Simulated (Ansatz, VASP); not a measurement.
Zr3Ag in VASP and in Ansatz

```
Zr Ag
1.0
     4.47279    0.00000    0.00000
     0.00000    4.47279    0.00000
     0.00000    0.00000    3.90463
Zr Ag
3 1
Direct
  0.50000 0.50000 0.00000
  0.00000 0.50000 0.50000
  0.50000 0.00000 0.50000
  0.00000 0.00000 0.00000
```

Change from the starting cell: volume scaled by 0.94.

Alike in both runs: task single point; functional LDA; k mesh 7 × 7 × 8; occupations fermi-dirac, width 0.05 eV; no spin polarisation.

```csv
,VASP,Ansatz
version,VASP 6.6.1,Ansatz 0.2.0
potentials or method,"VASP PAW LDA potentials, release 64 (Zr_sv, Ag), cutoff 520 eV","all-electron LAPW, scalar-relativistic"
```

Ansatz gave:

| Property | Result |
| --- | --- |
| pressure (GPa) | 1.7 |
| traceless stress, the component that is largest in VASP (GPa) | 1.64 |

Problem. What did VASP give for the same quantities?

Solution. Pressure (GPa): 1.8; traceless stress, the component that is largest in VASP (GPa): 1.62.

LDA's correlation is that of Perdew and Zunger in VASP and of Perdew and Wang (1992) in Ansatz. Ansatz ran all-electron here, and VASP with PAW potentials.
